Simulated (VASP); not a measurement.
# Au (P6_3/mmc) in VASP: a series of runs

The runs below take Au through single point, with PBE.

Everything below comes from runs of VASP 6.6.1. Logs are shortened: lines on timing, memory, paths and dates and some standing lists are left out, and cuts for length are marked.

### 1 The cell of the first run

The structure is hexagonal, space group P6_3/mmc (No. 194). Conventional cell: a = 2.841 Å, b = 2.841 Å, c = 4.780 Å, α = 90.00°, β = 90.00°, γ = 120.00°. Au (site symmetry -6m2) has 12 Au at 2.84 to 2.90 Å within 3.7 Å.

### 2 Single point, PBE (volume scaled by 0.94)

Contents of INCAR:

```
  ALGO = Normal
  EDIFF = 1E-6
  ENCUT = 520
  GGA = PE
  ISIF = 2
  ISMEAR = -1
  LASPH = True
  LCHARG = True
  LELF = True
  LREAL = False
  LVHAR = True
  LWAVE = False
  NBANDS = 18
  NELM = 60
  PREC = Accurate
  SIGMA = 0.03
```

Contents of KPOINTS:

```
k-points
0
Gamma
  14 14 8
```

Contents of POSCAR:

```
Au
1.0
    2.8407981581      0.0000000000      0.0000000000
   -1.4203990791      2.4602033720      0.0000000000
    0.0000000000      0.0000000000      4.7803802105
Au
2
Direct
    0.3333333333      0.6666666667      0.7500000000
    0.6666666667      0.3333333333      0.2500000000
```

Potentials or basis: VASP PAW PBE potentials, release 64 (Au).

On the command line:

```sh
> cat potpaw_PBE.64/Au/POTCAR > POTCAR
> mpirun -np 1 vasp_std > vasp.out
```

OUTCAR:

```text
EDIFF = 1E-6
   ENCUT = 520
   GGA = PE
   ISIF = 2
   ISMEAR = -1
   LASPH = True
   LREAL = False
   NELM = 60
   PREC = Accurate

 ion  position               nearest neighbor table
   1  0.333  0.667  0.750-   2 2.90   2 2.90   2 2.90   2 2.90   2 2.90   2 2.90
   2  0.667  0.333  0.250-   1 2.90   1 2.90   1 2.90   1 2.90   1 2.90   1 2.90

  LATTYP: Found a hexagonal cell.
 ALAT       =     2.8407981581
 C/A-ratio  =     1.6827595431

  Lattice vectors:

 A1 = (   2.8407981581,   0.0000000000,   0.0000000000)
 A2 = (  -1.4203990791,   2.4602033720,   0.0000000000)
 A3 = (   0.0000000000,   0.0000000000,   4.7803802105)

Analysis of symmetry for initial positions (statically):
=====================================================================
 Subroutine PRICEL returns:
 Original cell was already a primitive cell.

 Routine SETGRP: Setting up the symmetry group for a
 hexagonal supercell.

 Subroutine GETGRP returns: Found 24 space group operations
 (whereof 12 operations were pure point group operations)
 out of a pool of 24 trial point group operations.

The static configuration has the point symmetry D_3d.
 The point group associated with its full space group is D_6h.

Analysis of symmetry for dynamics (positions and initial velocities):
=====================================================================
 Subroutine PRICEL returns:
 Original cell was already a primitive cell.

 Routine SETGRP: Setting up the symmetry group for a
 hexagonal supercell.

 Subroutine GETGRP returns: Found 24 space group operations
 (whereof 12 operations were pure point group operations)
 out of a pool of 24 trial point group operations.

The dynamic configuration has the point symmetry D_3d.
 The point group associated with its full space group is D_6h.

 Subroutine INISYM returns: Found 24 space group operations
 (whereof 12 operations are pure point group operations),
 and found     1 'primitive' translations

----------------------------------------------------------------------------------------

                                     Primitive cell

  volume of cell :      33.4098

  direct lattice vectors                    reciprocal lattice vectors
     2.840798158  0.000000000  0.000000000     0.352013746  0.203235231  0.000000000
    -1.420399079  2.460203372  0.000000000     0.000000000  0.406470461  0.000000000
     0.000000000  0.000000000  4.780380210     0.000000000  0.000000000  0.209188382

  length of vectors
     2.840798158  2.840798158  4.780380210     0.406470462  0.406470461  0.209188382

  position of ions in fractional coordinates (direct lattice)
     0.333333333  0.666666667  0.750000000
     0.666666667  0.333333333  0.250000000

  ion indices of the primitive-cell ions
   primitive index   ion index
                 1           1
                 2           2

----------------------------------------------------------------------------------------

 KPOINTS: k-points

Automatic generation of k-mesh.
 Grid dimensions read from file:
 generate k-points for:   14   14    8

 Generating k-lattice:

  Cartesian coordinates                     Fractional coordinates (reciprocal lattice)
     0.025143839  0.014516802  0.000000000     0.071428571 -0.000000000  0.000000000
     0.000000000  0.029033604  0.000000000     0.000000000  0.071428571  0.000000000
     0.000000000  0.000000000  0.026148548     0.000000000  0.000000000  0.125000000

  Length of vectors
     0.029033604  0.029033604  0.026148548

  Shift w.r.t. Gamma in fractional coordinates (k-lattice)
     0.000000000  0.000000000  0.000000000

 Subroutine IBZKPT returns following result:
 ===========================================

 Found    120 irreducible k-points:

 Following reciprocal coordinates:
            Coordinates               Weight
  0.000000  0.000000  0.000000      1.000000
  0.071429  0.000000  0.000000      6.000000
  0.142857  0.000000  0.000000      6.000000
  0.214286  0.000000  0.000000      6.000000
  0.285714  0.000000  0.000000      6.000000
  0.357143  0.000000  0.000000      6.000000
[... 16 lines left out ...]
  0.285714  0.285714  0.000000      6.000000
  0.357143  0.285714  0.000000      6.000000
 [... further k-points ...]
   k-points           NKPTS =    120   k-points in BZ     NKDIM =    120   number of bands    NBANDS=     18
   number of dos      NEDOS =    301   number of ions     NIONS =      2
   total plane-waves  NPLWV =  20736
   dimension x,y,z NGX =    24 NGY =   24 NGZ =   36
   dimension x,y,z NGXF=    48 NGYF=   48 NGZF=   72
   ions per type =               2
   NGX,Y,Z   is equivalent  to a cutoff of  14.05, 14.05, 12.52 a.u.
   NGXF,Y,Z  is equivalent  to a cutoff of  28.09, 28.09, 25.04 a.u.
 SYSTEM =  unknown system
   PREC   = accura    normal or accurate (medium, high low for compatibility)
   ISTART =      0    job   : 0-new  1-cont  2-samecut
   ICHARG =      2    charge: 1-file 2-atom 10-const
   ISPIN  =      1    spin polarized calculation?
   LNONCOLLINEAR =      F non collinear calculations
   LSORBIT =      F    spin-orbit coupling
   LASPH  =      T    aspherical Exc in radial PAW
   ENCUT  =  520.0 eV  38.22 Ry    6.18 a.u.   5.28  5.28  8.89*2*pi/ulx,y,z
   NELM   =     60;   NELMIN=  2; NELMDL= -5     # of ELM steps
   EDIFF  = 0.1E-05   stopping-criterion for ELM
   LREAL  =      F    real-space projection
   EDIFFG = 0.1E-04   stopping-criterion for IOM
   NSW    =      0    number of steps for IOM
   IBRION =     -1    ionic relax: 0-MD 1-quasi-New 2-CG
   NFREE  =      0    steps in history (QN), initial steepest desc. (CG)
   ISIF   =      2    stress and relaxation
   ISYM   =      2    0-nonsym 1-usesym 2-fastsym
   POTIM  = 0.5000    time-step for ionic-motion
   TEBEG  =    0.0;   TEEND  =   0.0 temperature during run
   PSTRESS=    0.0 pullay stress
   NELECT =      22.0000    total number of electrons
   NUPDOWN=      -1.0000    fix difference up-down
   EMIN   =  10.00;   EMAX   =-10.00  energy-range for DOS
   EFERMI =   0.00;   METHOD = LEGACY
   ISMEAR =    -1;   SIGMA  =   0.03  broadening in eV -4-tet -1-fermi 0-gaus
   EFERMI_NEDOS =   21; number of points for ismear=-14 and -15
   IALGO  =     38    algorithm
   IMIX   =      4    mixing-type and parameters
     AMIX     =   0.40;   BMIX     =  1.00
     AMIX_MAG =   1.60;   BMIX_MAG =  1.00
  volume/ion in A,a.u.               =      16.70       112.73
  Fermi-wavevector in a.u.,A,eV,Ry     =   1.424266  2.691473 27.599877  2.028534
  Thomas-Fermi vector in A             =   2.544775
   LORBIT       =      0    0 simple, 1 ext, 2 COOP (PROOUT), +10 PAW based schemes
   GGA     = PE    functional components
   LHFCALC =     F    Hartree Fock is set to
   AEXX    =    0.0000 exact exchange contribution
   IVDW    =     0    specifies the selected vdW correction
   LEPSILON=     F    determine dielectric tensor
   LRPA    =     F    only Hartree local field effects (RPA)
 non-spin polarized calculation
  energy-cutoff  :      520.00
  volume of cell :       33.41
 maximum number of plane-waves:       914
 NGX is ok and might be reduce to    24
   NGX = 11   NGY = 11   NGZ = 17

 number of electron      22.0000000 magnetization

 Free energy of the ion-electron system (eV)
  ---------------------------------------------------
  ext. energy  EPLUGINS =         0.00000000
  ---------------------------------------------------
  free energy    TOTEN  =        -6.32565282 eV

  energy without entropy =       -6.32203781  energy(sigma->0) =       -6.32384532

 E-fermi :   9.8070     XC(G=0): -12.8371

 val. band max:        9.7336455989   @ k =   0.4286   0.0714   0.2500
 cond. band min:       9.8143409353   @ k =   0.1429   0.0000   0.1250
 fundamental gap:      0.0806953364
 Fermi energy:         9.8069889678

 k-point     1 :       0.0000    0.0000    0.0000
  band No.  band energies     occupation
      1      -0.2600      2.00000
      2       2.2138      2.00000
      3       4.8070      2.00000
      4       5.1096      2.00000
      5       5.1096      2.00000
      6       5.4314      2.00000
[... 10 lines left out ...]
     17      28.5738      0.00000
     18      28.5738      0.00000

 k-point     2 :       0.0714    0.0000    0.0000
  band No.  band energies     occupation
      1      -0.0944      2.00000
      2       2.3520      2.00000
      3       4.7511      2.00000
      4       5.1521      2.00000
      5       5.2220      2.00000
      6       5.3715      2.00000
[... 10 lines left out ...]
     17      27.7054      0.00000
     18      27.8471      0.00000

 k-point     3 :       0.1429    0.0000    0.0000
  band No.  band energies     occupation
      1       0.3837      2.00000
      2       2.7192      2.00000
      3       4.5860      2.00000
      4       5.1473      2.00000
      5       5.4159      2.00000
      6       5.5234      2.00000
[... 10 lines left out ...]
     17      26.2742      0.00000
     18      27.7365      0.00000

 k-point     4 :       0.2143    0.0000    0.0000
  band No.  band energies     occupation
      1       1.1046      2.00000
      2       3.1089      2.00000
      3       4.5023      2.00000
      4       4.7914      2.00000
      5       4.9692      2.00000
      6       5.6997      2.00000
[... 375 lines left out ...]
      4       4.8897      2.00000
      5       4.9388      2.00000
      6       5.1903      2.00000
[... 10 lines left out ...]
     17      22.0308      0.00000
     18      23.2897      0.00000

 k-point    23 :       0.2857    0.2857    0.0000
  band No.  band energies     occupation
      1       3.4700      2.00000
      2       3.7614      2.00000
      3       4.0317      2.00000
      4       4.5083      2.00000
      5       4.8306      2.00000
      6       5.1845      2.00000
[... 10 lines left out ...]
     17      21.7700      0.00000
     18      22.2524      0.00000

 k-point    24 :       0.3571    0.2857    0.0000
  band No.  band energies     occupation
      1       3.4451      2.00000
      2       3.9267      2.00000
      3       3.9710      2.00000
      4       4.6371      2.00000
      5       4.8975      2.00000
      6       5.0327      2.00000
[... 10 lines left out ...]
     17      21.1191      0.00000
     18      21.3020      0.00000

 [... further k-points ...]

------------------------ aborting loop because EDIFF is reached ----------------------------------------

  FORCE on cell =-STRESS in cart. coord.  units (eV):
  Direction    XX          YY          ZZ          XY          YZ          ZX
  --------------------------------------------------------------------------------------
  -------------------------------------------------------------------------------------
  Total        2.7215390      2.7215390      2.3858832     -0.0000000      0.0000000      0.0000000
  in kB      130.5122615    130.5122615    114.4157817     -0.0000000      0.0000000      0.0000000
  external PRESSURE =     125.1467682 kB  Pullay stress =       0.0000000 kB

 VOLUME and BASIS-vectors are now :
 -----------------------------------------------------------------------------
  energy-cutoff  :      520.00
  volume of cell :       33.41
      direct lattice vectors                 reciprocal lattice vectors
     2.840798158  0.000000000  0.000000000     0.352013746  0.203235231  0.000000000
    -1.420399079  2.460203372  0.000000000     0.000000000  0.406470461  0.000000000
     0.000000000  0.000000000  4.780380210     0.000000000  0.000000000  0.209188382

 POSITION                                       TOTAL-FORCE (eV/Angst)
 -----------------------------------------------------------------------------------
     -0.00000      1.64014      3.58529        -0.000000      0.000000      0.000000
      1.42040      0.82007      1.19510         0.000000      0.000000      0.000000
 -----------------------------------------------------------------------------------
    total drift:                                0.000000     -0.000000      0.000000

  FREE ENERGIE OF THE ION-ELECTRON SYSTEM (eV)
  ---------------------------------------------------
  free  energy   TOTEN  =        -6.3256528173 eV

  energy  without entropy=       -6.3220378143  energy(sigma->0) =       -6.32384532
```

Run time: 58 s. Hardware: 1 thread of Intel Xeon Platinum 8488C (Sapphire Rapids), shared host; peak memory 0.19 GiB.

What came out:

```yaml
Free_energy: -6.3257 eV
Pressure: 12.5 GPa
Band_gap_on_the_k_mesh: zero (band 11 reaches 13.81 eV, above the bottom of band 12 at 7.10 eV)
```

Caveat: spin-orbit coupling is left out, which moves the levels of the heavy elements.

### 3 Single point, PBE (volume scaled by 0.96)

Contents of INCAR:

```
SYSTEM = Au
  ALGO = Normal
  EDIFF = 1E-6
  ENCUT = 520
  GGA = PE
  ISIF = 2
  ISMEAR = -1
  LASPH = .True.
  LCHARG = .False.
  LREAL = .False.
  LWAVE = .False.
  NBANDS = 18
  NELM = 100
  PREC = Accurate
  SIGMA = 0.03
```

Contents of KPOINTS:

```
k-points
0
Gamma
  14 14 8
  0 0 0
```

Contents of POSCAR:

```
Au
1.0
    2.8608044381      0.0000000000      0.0000000000
   -1.4304022190      2.4775293187      0.0000000000
    0.0000000000      0.0000000000      4.8140459691
Au
2
Direct
    0.3333333333      0.6666666667      0.7500000000
    0.6666666667      0.3333333333      0.2500000000
```

Potentials or basis: VASP PAW PBE potentials, release 64 (Au).

On the command line:

```sh
> cat potpaw_PBE.64/Au/POTCAR > POTCAR
> mpirun -np 1 vasp_std > vasp.out
```

Wall time 47 s (1 thread of Intel Xeon Platinum 8488C (Sapphire Rapids), shared host); peak memory 0.19 GiB.

Results (log left out):

```yaml
Free_energy: -6.3724 eV
Pressure: 8.4 GPa
Band_gap_on_the_k_mesh: zero (band 11 reaches 13.38 eV, above the bottom of band 12 at 6.79 eV)
```

Stress tensor (GPa, compression positive):
```
8.83 0.00 0.00
0.00 8.83 0.00
0.00 0.00 7.55
```

Levels at points of the mesh, in eV from the Fermi level:
```csv
k point,band 9,band 10,band 11,band 12,band 13,band 14
"(0.00, 0.00, 0.00)",-3.56,-2.20,-2.20,-1.15,2.65,14.60
"(0.50, 0.00, 0.00)",-1.87,-1.69,0.38,1.60,5.76,7.28
"(0.00, 0.00, 0.50)",-2.66,-2.66,-2.66,-2.66,10.59,10.59
"(0.50, 0.00, 0.50)",-1.77,-1.77,0.46,0.46,3.99,3.99
```

Caveat: spin-orbit coupling is left out, which moves the levels of the heavy elements.

### 4 Single point, PBE (volume scaled by 0.98)

Contents of INCAR:

```
SYSTEM = Au
ALGO = Normal
EDIFF = 1E-6
ENCUT = 520
GGA = PE
ISIF = 2
ISMEAR = -1
LASPH = .TRUE.
LCHARG = .TRUE.
LELF = .TRUE.
LREAL = .FALSE.
LVHAR = .TRUE.
LWAVE = .FALSE.
NBANDS = 18
NELM = 80
PREC = Accurate
SIGMA = 0.03
```

Contents of KPOINTS:

```
k-points
0
G
  14 14 8
  0 0 0
```

Contents of POSCAR:

```
Au
1.0
    2.8805347474      0.0000000000      0.0000000000
   -1.4402673737      2.4946162678      0.0000000000
    0.0000000000      0.0000000000      4.8472473353
Au
2
Direct
    0.3333333333      0.6666666667      0.7500000000
    0.6666666667      0.3333333333      0.2500000000
```

On the command line:

```sh
> cat potpaw_PBE.64/Au/POTCAR > POTCAR
> mpirun -np 1 vasp_std > vasp.out
```

It took 49 s on 1 thread of Intel Xeon Platinum 8488C (Sapphire Rapids), shared host; peak memory 0.2 GiB.

The run converged. Its results:

```
Free energy            : -6.4022 eV
Pressure               : 4.9 GPa
Band gap on the k mesh : zero (band 11 reaches 12.96 eV, above the bottom of band 12 at 6.49 eV)
```

Stress tensor (GPa, compression positive):
```
5.17 0.00 0.00
0.00 5.17 0.00
0.00 0.00 4.21
```

Levels at points of the mesh, in eV from the Fermi level:
| k point | band 9 | band 10 | band 11 | band 12 | band 13 | band 14 |
| --- | --- | --- | --- | --- | --- | --- |
| (0.00, 0.00, 0.00) | -3.49 | -2.18 | -2.18 | -1.05 | 2.55 | 14.62 |
| (0.50, 0.00, 0.00) | -1.86 | -1.69 | 0.38 | 1.55 | 5.70 | 7.21 |
| (0.00, 0.00, 0.50) | -2.62 | -2.62 | -2.62 | -2.62 | 10.45 | 10.45 |
| (0.50, 0.00, 0.50) | -1.76 | -1.76 | 0.51 | 0.51 | 3.87 | 3.87 |

Caveat: spin-orbit coupling is left out, which moves the levels of the heavy elements.

### 5 Summary

| cell | gap on the mesh (eV) | pressure (GPa) |
| --- | --- | --- |
| a = 2.841, b = 2.841, c = 4.780 Å, angles 90.0, 90.0, 120.0°, 2 atoms | none | 12.5 |
| a = 2.861, b = 2.861, c = 4.814 Å, angles 90.0, 90.0, 120.0°, 2 atoms | none | 8.4 |
| a = 2.881, b = 2.881, c = 4.847 Å, angles 90.0, 90.0, 120.0°, 2 atoms | none | 4.9 |

Alike in all rows: task single point; level PBE; potentials or basis VASP PAW PBE potentials, release 64 (Au); no spin polarisation; k mesh 14 × 14 × 8; cutoff (eV) 520; smearing fermi-dirac 0.03 eV.

Caveats: spin-orbit coupling is left out, which moves the levels of the heavy elements.

Total energies depend on the potentials used, so only differences within one code and one set of settings carry meaning.
